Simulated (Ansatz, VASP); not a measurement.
# Ti in VASP and in Ansatz

```
Ti
1.0
     2.95000    0.00000    0.00000
    -1.47500    2.55477    0.00000
     0.00000    0.00000    4.68000
Ti
2
Cartesian
  0.0000 1.7032 1.1700
  1.4750 0.8516 3.5100
```

Alike in both runs: task single point; functional LDA; k mesh 9 × 9 × 4; occupations gaussian, width 0.1 eV; no spin polarisation.

|  | VASP | Ansatz |
| --- | --- | --- |
| version | VASP 6.6.1 | Ansatz 0.2.0 |
| potentials or method | VASP PAW LDA potentials, release 64 (Ti_sv), cutoff 520 eV | scalar-relativistic, plane waves, PAW |
| valence electrons in the cell | 24 | 24 |

Ansatz gave:

- gap on the k mesh at the Fermi level (eV): none
- pressure (GPa): -9.9
- traceless stress, the component that is largest in VASP (GPa): -0.84

Task: Estimate VASP's values.

Result: gap on the k mesh at the Fermi level (eV): none; pressure (GPa): -10.0; traceless stress, the component that is largest in VASP (GPa): -0.82.

LDA's correlation is that of Perdew and Zunger in VASP and of Perdew and Wang (1992) in Ansatz. A gap of «none» marks a metal or a gap that the smearing closes.
